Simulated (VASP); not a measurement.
Input of a VASP 6.6.1 run:

POSCAR

```
Sr
1.0
   -2.4464910023      2.4464910023      2.4464910023
    2.4464910023     -2.4464910023      2.4464910023
    2.4464910023      2.4464910023     -2.4464910023
Sr
1
Direct
    0.0000000000      0.0000000000      0.0000000000
```

INCAR.step1

```
  PREC = Accurate
  ENCUT = 520
  ISMEAR = -1
  SIGMA = 0.1
  LREAL = False
  LASPH = True
  NELM = 80
  NBANDS = 11
  GGA = PE
  ALGO = Normal
  EDIFF = 1E-4
  LWAVE = True
  LCHARG = False
```

INCAR.step2

```
  PREC = Accurate
  ENCUT = 520
  EDIFF = 1E-6
  ISMEAR = -1
  SIGMA = 0.1
  LREAL = False
  LASPH = True
  NELM = 80
  ALGO = Normal
  ISIF = 2
  LWAVE = False
  LCHARG = False
  METAGGA = R2SCAN
  LMIXTAU = True
  NBANDS = 11
  ISTART = 1
```

Contents of KPOINTS:

```
Automatic mesh
0
Gamma
  10 10 10
```

Potentials or basis: VASP PAW PBE potentials, release 64 (Sr_sv).

Launch:

```console
$ cat potpaw_PBE.64/Sr_sv/POTCAR > POTCAR
$ cp INCAR.step1 INCAR
$ mpirun -np 1 vasp_std > vasp.out
$ cp INCAR.step2 INCAR
$ mpirun -np 1 vasp_std > vasp.out
```

Q: Estimate the pressure.

A: -0.4 GPa.

Q: What does it give for the band gap on the k mesh?

A: Zero (bands 5 and 6 overlap by 0.25 eV).

Caveat: the PAW data sets were made with another functional, which shifts forces and pressure a little.
